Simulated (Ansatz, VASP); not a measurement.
One calculation of CaO, two programs

INCAR

```
SYSTEM = CaO
PREC     = Accurate       ! precision mode
ENCUT    = 520            ! plane-wave cutoff, eV
EDIFF    = 1E-6           ! SCF threshold, eV
ISMEAR   = 0              ! smearing method
SIGMA    = 0.05           ! smearing width, eV
LREAL    = .FALSE.        ! projectors in reciprocal space
LASPH    = .TRUE.         ! aspherical terms in the spheres
NELM     = 80             ! most SCF steps
ALGO     = Normal         ! electronic algorithm
ISIF     = 2              ! what is computed and relaxed
LWAVE    = .FALSE.        ! write WAVECAR
LCHARG   = .FALSE.        ! write CHGCAR
GGA      = PE             ! functional
NBANDS   = 24             ! bands
```

Contents of KPOINTS:

```
Automatic mesh
0
G
  9 9 6
  0 0 0
```

POSCAR

```
CaO
1.0
    3.5907909480      0.0000000000      0.0000000000
   -1.7953954740      3.8727090539      0.0000000000
    0.0000000000      0.0000000000      4.7438152858
Ca O
2 2
Direct
    0.3333333333      0.6666666667      0.7500000000
    0.6666666667      0.3333333333      0.2500000000
    0.3333333333      0.6666666667      0.2500000000
    0.6666666667      0.3333333333      0.7500000000
```

Input for Ansatz:

```yaml
crystal:
  lattice:
    - [3.590790948, 0.0, 0.0]
    - [-1.795395474, 3.8727090539, 0.0]
    - [0.0, 0.0, 4.7438152858]
  atoms:
    - { symbol: Ca, position: [0.3333333333, 0.6666666667, 0.75] }
    - { symbol: Ca, position: [0.6666666667, 0.3333333333, 0.25] }
    - { symbol: O, position: [0.3333333333, 0.6666666667, 0.25] }
    - { symbol: O, position: [0.6666666667, 0.3333333333, 0.75] }
basis:
  ecutwfc: 520.0
kpoints:
  mp_grid: { grid: [9, 9, 6] }
hamiltonian:
  xc: pbe
scf:
  occupations: { method: gaussian, width: 0.05 }
output:
  forces: true
  stress: true
  eigenvalues: true
```

Change from the starting cell: strain +e along x and -e along y -0.1100, strain +e along z and -e/2 along x and y -0.0133.

Alike in both runs: task single point; functional PBE; k mesh 9 × 9 × 6; occupations gaussian, width 0.05 eV; no spin polarisation.

|  | VASP | Ansatz |
| --- | --- | --- |
| version | VASP 6.6.1 | Ansatz 0.2.0 |
| potentials or method | VASP PAW PBE potentials, release 64 (Ca_sv, O), cutoff 520 eV | scalar-relativistic, plane waves, PAW |
| valence electrons in the cell | 32 | 32 |

|  | VASP | Ansatz | Ansatz less VASP |
| --- | --- | --- | --- |
| gap on the k mesh at the Fermi level (eV) | 3.17 | 3.19 | +0.014 |
| least direct gap on the mesh (eV) | 3.17 | 3.19 | +0.014 |
| pressure (GPa) | 3.1 | 2.5 | -0.54 |
| traceless stress, the component that is largest in VASP (GPa) | 7.74 | 7.63 | -0.105 |
| rms of the force components (eV/Å) | 0.492 | 0.463 | -0.0289 |

Atom by atom the forces differ by 0.029 eV/Å (rms over components).
